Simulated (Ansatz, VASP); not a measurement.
**Two plane-wave programs on FeSi**

INCAR

```
SYSTEM = FeSi
PREC     = Accurate       ! precision mode
ENCUT    = 520            ! plane-wave cutoff, eV
EDIFF    = 1E-7           ! SCF threshold, eV
ISMEAR   = -1             ! smearing method
SIGMA    = 0.05           ! smearing width, eV
LREAL    = .False.        ! projectors in reciprocal space
LASPH    = .True.         ! aspherical terms in the spheres
NELM     = 150            ! most SCF steps
ALGO     = Normal         ! electronic algorithm
ISIF     = 2              ! what is computed and relaxed
LWAVE    = .False.        ! write WAVECAR
LCHARG   = .True.         ! write CHGCAR
ISPIN    = 2              ! spin polarisation
MAGMOM   = 3 3 3 3 0 0 0 0 ! initial moments
LORBIT   = 11             ! projections on sites
LMAXMIX  = 4              ! l up to which the mixer works
GGA      = PS             ! functional
LELF     = .True.         ! ELF
LVHAR    = .True.       
NBANDS   = 38             ! bands
```

KPOINTS

```
regular mesh
0
Gamma
  5 5 5
  0 0 0
```

File POSCAR:

```
FeSi
1.0
    4.5507000000      0.0000000000      0.0000000000
    0.0000000000      4.5507000000      0.0000000000
    0.0000000000      0.0000000000      4.5507000000
Fe Si
4 4
Direct
    0.8634800000      0.6365200000      0.3634800000
    0.6365200000      0.3634800000      0.8634800000
    0.3634800000      0.8634800000      0.6365200000
    0.1365200000      0.1365200000      0.1365200000
    0.1576000000      0.3424000000      0.6576000000
    0.3424000000      0.6576000000      0.1576000000
    0.6576000000      0.1576000000      0.3424000000
    0.8424000000      0.8424000000      0.8424000000
```

The input input.yaml:

```yaml
crystal:
  lattice:
    - [4.5507, 0.0, 0.0]
    - [0.0, 4.5507, 0.0]
    - [0.0, 0.0, 4.5507]
  atoms:
    - { symbol: Fe, position: [0.86348, 0.63652, 0.36348], spin: 3.0 }
    - { symbol: Fe, position: [0.63652, 0.36348, 0.86348], spin: 3.0 }
    - { symbol: Fe, position: [0.36348, 0.86348, 0.63652], spin: 3.0 }
    - { symbol: Fe, position: [0.13652, 0.13652, 0.13652], spin: 3.0 }
    - { symbol: Si, position: [0.1576, 0.3424, 0.6576] }
    - { symbol: Si, position: [0.3424, 0.6576, 0.1576] }
    - { symbol: Si, position: [0.6576, 0.1576, 0.3424] }
    - { symbol: Si, position: [0.8424, 0.8424, 0.8424] }
hamiltonian:
  xc: pbesol
  pseudopotentials: { kind: paw }
magnetization:
  spin_polarized: true
kpoints:
  mp_grid: { grid: [5, 5, 5] }
scf:
  occupations: { method: fermi_dirac, width: 0.05 }
output:
  forces: true
  stress: true
  eigenvalues: true
  write_density: true
  write_potential: true
  elf: true
  volumetric_format: npy
```

Alike in both runs: task single point; functional PBEsol; k mesh 5 × 5 × 5; occupations fermi-dirac, width 0.05 eV; collinear spin.

|  | VASP | Ansatz |
| --- | --- | --- |
| version | VASP 6.6.1 | Ansatz 0.2.0 |
| potentials or method | VASP PAW PBE potentials, release 64 (Fe, Si) | Ansatz PAW |
| plane-wave cutoff (eV) | 520 | 420 |
| valence electrons in the cell | 48 | 80 |

```csv
,VASP,Ansatz,Ansatz less VASP
gap on the k mesh at the Fermi level (eV),none,none,-
pressure (GPa),-16.6,-17.0,-0.41
rms of the force components (eV/Å),0.029,0.039,+0.0092
net moment per atom (μB),0.44,0.44,-0.001
size of the moment on the site where the two differ most (μB),0.96,0.95,-0.009
```

VASP's potentials were made for PBE, not for PBEsol. Site moments also hang on the region over which each program counts them. Atom by atom the forces differ by 0.011 eV/Å (rms over components). A gap of «none» marks a metal or a gap that the smearing closes. VASP's potentials hold 48 valence electrons a cell and Ansatz's 80, so a difference there can come from the potentials and not from the codes.
